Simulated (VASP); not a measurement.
Runs of VASP 6.6.1 on Ge. The structure is that of space group Imma (No. 74), or close to it. The cells are those of the table. 

| cell | gap on the mesh (eV) | pressure (GPa) | largest force (eV/Å) |
| --- | --- | --- | --- |
| a = 3.924, b = 3.924, c = 3.816 Å, angles 60.9, 60.9, 63.6°, 2 atoms | none | 3.0 | 0.81 |
| a = 3.897, b = 3.897, c = 3.869 Å, angles 60.2, 60.2, 63.1°, 2 atoms | none | (b) | 0.57 |
| a = 4.057, b = 4.057, c = 3.816 Å, angles 61.9, 61.9, 61.3°, 2 atoms | none | (a) | 0.60 |
| a = 4.056, b = 4.056, c = 3.869 Å, angles 61.5, 61.5, 60.4°, 2 atoms | none | -2.1 | 0.40 |
| a = 4.003, b = 4.003, c = 3.816 Å, angles 61.5, 61.5, 62.2°, 2 atoms | none | -0.1 | 0.68 |

Alike in all rows: task single point; level LDA; potentials or basis VASP PAW LDA potentials, release 64 (Ge_d); no spin polarisation; k mesh 14 × 14 × 14; cutoff (eV) 520; smearing gaussian 0.15 eV.

**Question.** Fill in the values left out.

**Answer.** (a) -1.8; (b) 3.8.

Caveats: semilocal functionals underestimate gaps, and a narrow one can read as zero; the cell stands under pressure (at least some runs).

A k mesh can miss the band edges, and the runs leave out spin-orbit coupling on Ge.

A gap of «none» marks levels without a gap at the run's occupations.
